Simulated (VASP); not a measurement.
# Ta (P6_3/mmc) in VASP: relaxation of cell and atoms with PBE

Aim: the relaxation of cell and atoms of Ta with PBE.

Program: VASP 6.6.1. These are calculated values, not measurements. Logs are shortened: lines on timing, memory, paths and dates and some standing lists are left out, and cuts for length are marked.

### 1 The cell of the first run

It takes space group P6_3/mmc (No. 194, hexagonal). Conventional cell: a = 2.725 Å, b = 2.725 Å, c = 4.778 Å, α = 90.00°, β = 90.00°, γ = 120.00°. Within 3.6 Å of Ta (site symmetry -6m2) lie 12 Ta at 2.73 to 2.86 Å.

This isn't the form of Ta at room conditions, which is bcc.

### 2 Relaxation of cell and atoms, PBE, target pressure 54 GPa, at which the enthalpy is minimised

Contents of INCAR:

```
SYSTEM = Ta
PREC     = Accurate       ! precision mode
ENCUT    = 600            ! plane-wave cutoff, eV
EDIFF    = 1E-6           ! SCF threshold, eV
ISMEAR   = -1             ! smearing method
SIGMA    = 0.08           ! smearing width, eV
LREAL    = .FALSE.        ! projectors in reciprocal space
LASPH    = .TRUE.         ! aspherical terms in the spheres
NELM     = 100            ! most SCF steps
ALGO     = Normal         ! electronic algorithm
ISIF     = 3              ! what is computed and relaxed
LWAVE    = .FALSE.        ! write WAVECAR
LCHARG   = .FALSE.        ! write CHGCAR
GGA      = PE             ! functional
IBRION   = 2              ! ionic algorithm
NSW      = 32             ! ionic steps
EDIFFG   = -0.005         ! ionic threshold
PSTRESS  = 540.0
```

Contents of KPOINTS:

```
Automatic mesh
0
G
  16 16 9
  0 0 0
```

Contents of POSCAR:

```
Ta
1.0
    2.7253596797      0.0000000000      0.0000000000
   -1.3626798399      2.3602307171      0.0000000000
    0.0000000000      0.0000000000      4.7784744550
Ta
2
Direct
    0.3333333333      0.6666666667      0.2500000000
    0.6666666667      0.3333333333      0.7500000000
```

Potentials or basis: VASP PAW PBE potentials, release 64 (Ta_pv).

The run is started by

```bash
> cat potpaw_PBE.64/Ta_pv/POTCAR > POTCAR
> mpirun -np 1 vasp_std > vasp.out
```

OUTCAR:

```text
SYSTEM = Ta
   PREC = Accurate
   ENCUT = 600
   EDIFF = 1E-6
   ISMEAR = -1
   LREAL = .FALSE.
   LASPH = .TRUE.
   NELM = 100
   ISIF = 3
   GGA = PE
   IBRION = 2
   NSW = 32
   EDIFFG = -0.005
   PSTRESS = 540.0

 ion  position               nearest neighbor table
   1  0.333  0.667  0.250-   2 2.86   2 2.86   2 2.86   2 2.86   2 2.86   2 2.86
   2  0.667  0.333  0.750-   1 2.86   1 2.86   1 2.86   1 2.86   1 2.86   1 2.86

  LATTYP: Found a hexagonal cell.
 ALAT       =     2.7253596797
 C/A-ratio  =     1.7533371799

  Lattice vectors:

 A1 = (   2.7253596797,   0.0000000000,   0.0000000000)
 A2 = (  -1.3626798399,   2.3602307171,   0.0000000000)
 A3 = (   0.0000000000,   0.0000000000,   4.7784744550)

Analysis of symmetry for initial positions (statically):
=====================================================================
 Subroutine PRICEL returns:
 Original cell was already a primitive cell.

 Routine SETGRP: Setting up the symmetry group for a
 hexagonal supercell.

 Subroutine GETGRP returns: Found 24 space group operations
 (whereof 12 operations were pure point group operations)
 out of a pool of 24 trial point group operations.

The static configuration has the point symmetry D_3d.
 The point group associated with its full space group is D_6h.

Analysis of symmetry for dynamics (positions and initial velocities):
=====================================================================
 Subroutine PRICEL returns:
 Original cell was already a primitive cell.

 Routine SETGRP: Setting up the symmetry group for a
 hexagonal supercell.

 Subroutine GETGRP returns: Found 24 space group operations
 (whereof 12 operations were pure point group operations)
 out of a pool of 24 trial point group operations.

The dynamic configuration has the point symmetry D_3d.
 The point group associated with its full space group is D_6h.

 Subroutine INISYM returns: Found 24 space group operations
 (whereof 12 operations are pure point group operations),
 and found     1 'primitive' translations

----------------------------------------------------------------------------------------

                                     Primitive cell

  volume of cell :      30.7374

  direct lattice vectors                    reciprocal lattice vectors
     2.725359680  0.000000000  0.000000000     0.366924046  0.211843697  0.000000000
[... 104 lines left out ...]
   IMIX   =      4    mixing-type and parameters
     AMIX     =   0.40;   BMIX     =  1.00
     AMIX_MAG =   1.60;   BMIX_MAG =  1.00
  volume/ion in A,a.u.               =      15.37       103.71
  Fermi-wavevector in a.u.,A,eV,Ry     =   1.464401  2.767316 29.177270  2.144469
  Thomas-Fermi vector in A             =   2.580381
   LORBIT       =      0    0 simple, 1 ext, 2 COOP (PROOUT), +10 PAW based schemes
   GGA     = PE    functional components
   LHFCALC =     F    Hartree Fock is set to
   AEXX    =    0.0000 exact exchange contribution
   IVDW    =     0    specifies the selected vdW correction
   LEPSILON=     F    determine dielectric tensor
   LRPA    =     F    only Hartree local field effects (RPA)
 conjugate gradient relaxation of ions
 non-spin polarized calculation
  energy-cutoff  :      600.00
  volume of cell :       30.74
 maximum number of plane-waves:      1057
 NGX is ok and might be reduce to    24
   NGX = 11   NGY = 11   NGZ = 19

--------------------------------------- Ionic step        1  -------------------------------------------

 number of electron      21.9999997 magnetization

 Free energy of the ion-electron system (eV)
  ---------------------------------------------------
  ext. energy  EPLUGINS =         0.00000000
  ---------------------------------------------------
  free energy    TOTEN  =       -22.10715869 eV

  energy without entropy =      -22.06481135  energy(sigma->0) =      -22.08598502

------------------------ aborting loop because EDIFF is reached ----------------------------------------

  FORCE on cell =-STRESS in cart. coord.  units (eV):
  Direction    XX          YY          ZZ          XY          YZ          ZX
  --------------------------------------------------------------------------------------
  -------------------------------------------------------------------------------------
  Total       10.4809496     10.4809496     10.4530900     -0.0000000     -0.0000000      0.0000000
  in kB      546.3156741    546.3156741    544.8635039     -0.0000000     -0.0000000      0.0000000
  external PRESSURE =       5.8316173 kB  Pullay stress =     540.0000000 kB
[... 63 lines left out ...]
--------------------------------------- Ionic step        3  -------------------------------------------

 number of electron      21.9999997 magnetization

 Free energy of the ion-electron system (eV)
  ---------------------------------------------------
  ext. energy  EPLUGINS =         0.00000000
  ---------------------------------------------------
  free energy    TOTEN  =       -22.12346635 eV

  energy without entropy =      -22.08104113  energy(sigma->0) =      -22.10225374

 E-fermi :   7.3558     XC(G=0): -13.4340

 val. band max:        7.3550501874   @ k =   0.2500   0.1875   0.2222
 cond. band min:       7.3645660600   @ k =   0.1250   0.0625   0.1111
 fundamental gap:      0.0095158725
 Fermi energy:         7.3558015560

 k-point     1 :       0.0000    0.0000    0.0000
  band No.  band energies     occupation
      1     -27.3759      2.00000
      2     -25.7188      2.00000
      3     -25.6376      2.00000
      4     -25.6376      2.00000
      5     -25.4692      2.00000
      6     -25.4692      2.00000
      7      -1.6326      2.00000
      8       1.6953      2.00000
      9       6.5909      1.99986
     10       7.8044      0.00731
     11       7.8044      0.00731
     12       8.1039      0.00017
     13       8.6043      0.00000
     14       8.6043      0.00000
[... 401 lines left out ...]
      2     -26.9300      2.00000
      3     -26.6904      2.00000
      4     -26.2466      2.00000
      5     -26.0408      2.00000
      6     -25.9245      2.00000
      7       3.1452      2.00000
      8       3.7671      2.00000
      9       4.3793      2.00000
     10       5.3686      2.00000
     11       6.6815      1.99956
     12       7.4684      0.39333
     13       8.1762      0.00007
     14      10.2430      0.00000
     15      13.3097      0.00000

 [... further k-points ...]

------------------------ aborting loop because EDIFF is reached ----------------------------------------

  FORCE on cell =-STRESS in cart. coord.  units (eV):
  Direction    XX          YY          ZZ          XY          YZ          ZX
  --------------------------------------------------------------------------------------
  -------------------------------------------------------------------------------------
  Total       10.3822519     10.3822519     10.3677589     -0.0000000      0.0000000     -0.0000000
  in kB      540.3249866    540.3249866    539.5707260     -0.0000000      0.0000000     -0.0000000
  external PRESSURE =       0.0735664 kB  Pullay stress =     540.0000000 kB
[... 21 lines left out ...]
  energy  without entropy=      -22.0810411253  energy(sigma->0) =      -22.10225374

  enthalpy is  TOTEN    =       -11.7474590313 eV   P V=       10.3760073147

 reached required accuracy - stopping structural energy minimisation
```

CONTCAR:

```text
Ta
   1.00000000000000
     2.7268995276506258   -0.0000000000028217    0.0000000000000000
    -1.3634497638777847    2.3615642645475656   -0.0000000000000000
     0.0000000000000000   -0.0000000000000000    4.7805535428286552
  Ta
     2
Direct
     0.3333333332999970    0.6666666667000030    0.2500000000000000
     0.6666666667000030    0.3333333332999970    0.7500000000000000

  0.00000000E+00  0.00000000E+00  0.00000000E+00
  0.00000000E+00  0.00000000E+00  0.00000000E+00
```

Run time: 2.9 min. Hardware: 1 thread of Intel Xeon 8259CL, shared host; peak memory 0.21 GiB.

Results:

- Free energy: -22.1235 eV
- Relaxed volume: 15.39 Å³/atom
- Relaxed cell: a = 2.727 Å, b = 2.727 Å, c = 4.781 Å, α = 90.00°, β = 90.00°, γ = 120.00°
- Space group after relaxing (to 0.1 Å): P6_3/mmc (No. 194)
- Energy change on relaxing (the run minimises the enthalpy): -8.2 meV/atom
- Ionic steps: 3
- Pressure after relaxing: 54.0 GPa
- Band gap on the k mesh: zero (bands 11 and 12 overlap by 2.76 eV)

Stress tensor (GPa, compression positive):
```
54.03  0.00  0.00
 0.00 54.03  0.00
 0.00  0.00 53.96
```

Step by step:
| step | energy change (eV) | largest force (eV/Å) | pressure (GPa) | volume (Å³) |
| --- | --- | --- | --- | --- |
| 1 | 0.0000 | 0.0000 | 54.58 | 30.74 |
| 2 | -0.0826 | 0.0000 | 51.56 | 30.99 |
| 3 | -0.0163 | 0.0000 | 54.01 | 30.79 |

Final structure:
```yaml
crystal:
  lattice:
    - [2.72690, 0.00000, 0.00000]
    - [-1.36345, 2.36156, 0.00000]
    - [0.00000, 0.00000, 4.78055]
  atoms:
    - { symbol: Ta, position: [0.33333, 0.66667, 0.25000] }
    - { symbol: Ta, position: [0.66667, 0.33333, 0.75000] }
```

Levels at points of the mesh, in eV from the Fermi level:
| k point | band 9 | band 10 | band 11 | band 12 | band 13 | band 14 |
| --- | --- | --- | --- | --- | --- | --- |
| (0.00, 0.00, 0.00) | -0.76 | 0.45 | 0.45 | 0.75 | 1.25 | 1.25 |
| (0.50, 0.00, 0.00) | -4.39 | -0.40 | -0.08 | 0.61 | 0.74 | 7.09 |

Caveat: the cell is relaxed towards a set pressure, so the run minimises the enthalpy, not the energy; spin-orbit coupling is left out, which moves the levels of the heavy elements.
